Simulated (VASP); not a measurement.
Write the native input for VASP 6.6.1 that does the following.

| Property | Result |
| --- | --- |
| Task | relaxation of cell and atoms |
| Functional | PBE |
| Potentials or basis | VASP PAW PBE potentials, release 64 (Si, Mo_sv) |
| Cutoff | 600 eV |
| k mesh | 6 × 6 × 4 |
| Occupations | gaussian, width 0.2 eV |
| Spin | no spin polarisation |
| Dipole correction | no |
| Further INCAR settings | ALGO = Normal; EDIFF = 1e-07; IBRION = 2; EDIFFG = -0.025; NSW = 80; ISIF = 3 |

The structure of Si7Mo lies in POSCAR:

```
Si7Mo
1.0
   -2.4202172491      2.7124372071      0.0571770815
   -2.4494627183     -2.7387603983      0.0234134849
   -0.1996189913      0.0567017971      9.1187378229
Si Mo
7 1
Direct
    0.5791109249      0.8909610813      0.7453424860
    0.1058237980      0.4275464533      0.2511517199
    0.0129983405      0.5107204560      0.7513041611
    0.4756937386      1.0358494006      0.2499439533
    0.2933162736      0.6718991159      0.9971946118
    0.2721871702      0.2005604377      0.5598988545
    0.8017927789      0.7002709211      0.4549117538
    0.8171262952      0.2041428143      0.9902524596
```

These files were run (other wordings do the same):

INCAR

```
PREC     = Accurate       # precision mode
ENCUT    = 600            # plane-wave cutoff, eV
EDIFF    = 1E-7           # SCF threshold, eV
ISMEAR   = 0              # smearing method
SIGMA    = 0.2            # smearing width, eV
LREAL    = False          # projectors in reciprocal space
LASPH    = True           # aspherical terms in the spheres
NELM     = 80             # most SCF steps
ALGO     = Normal         # electronic algorithm
ISIF     = 3              # what is computed and relaxed
LWAVE    = False          # write WAVECAR
LCHARG   = False          # write CHGCAR
GGA      = PE             # functional
IBRION   = 2              # ionic algorithm
NSW      = 80             # ionic steps
EDIFFG   = -0.025         # ionic threshold
```

KPOINTS

```
Automatic mesh
0
Gamma
  6 6 4
```

Potentials or basis: VASP PAW PBE potentials, release 64 (Si, Mo_sv).

Launch:

```bash
$ cat potpaw_PBE.64/Si/POTCAR potpaw_PBE.64/Mo_sv/POTCAR > POTCAR
$ mpirun -np 1 vasp_std > vasp.out
```

It gave:

```json
{
  "Relaxed volume": "15.55 Å³/atom",
  "Relaxed cell": "a = 3.683 Å, b = 3.684 Å, c = 9.224 Å, α = 89.98°, β = 90.18°, γ = 96.37°",
  "Space group after relaxing (to 0.1 Å)": "C2 (No. 5)",
  "Energy gained by relaxing": "121.6 meV/atom",
  "Ionic steps": "19",
  "Pressure after relaxing": "0.0 GPa",
  "Largest force after relaxing": "0.017 eV/Å",
  "Band gap on the k mesh": "zero (bands 21 and 22 overlap by 1.12 eV)"
}
```

It took 59 min on 1 thread of Intel(R) Xeon(R) Platinum 8259CL CPU @ 2.50GHz (Skylake/Cascade Lake) (shared host), peak memory 0.44 GiB.
